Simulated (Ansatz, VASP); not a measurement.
# One calculation of Os, two programs

```
CELL_PARAMETERS angstrom
2.77511 0.00000 0.00000
-1.38756 2.40332 0.00000
0.00000 0.00000 4.31970
ATOMIC_POSITIONS crystal
Os 0.33333 0.66667 0.25000
Os 0.66667 0.33333 0.75000
```

Change from the starting cell: x and y stretched by +1.5 %, z held.

Alike in both runs: task single point; functional PBE; k mesh 17 × 17 × 10; occupations fermi-dirac, width 0.08 eV; no spin polarisation.

|  | VASP | Ansatz |
| --- | --- | --- |
| version | VASP 6.6.1 | Ansatz 0.2.0 |
| potentials or method | VASP PAW PBE potentials, release 64 (Os), cutoff 520 eV | all-electron LAPW, scalar-relativistic |

VASP gave:

```
pressure (GPa)                                                : -3.3
traceless stress, the component that is largest in VASP (GPa) : 4.70
```

**Question.** Which values does Ansatz return?

**Answer.** Pressure (GPa): -3.1; traceless stress, the component that is largest in VASP (GPa): 4.84.

Ansatz ran all-electron here, and VASP with PAW potentials.

Neither program's run includes spin-orbit coupling.
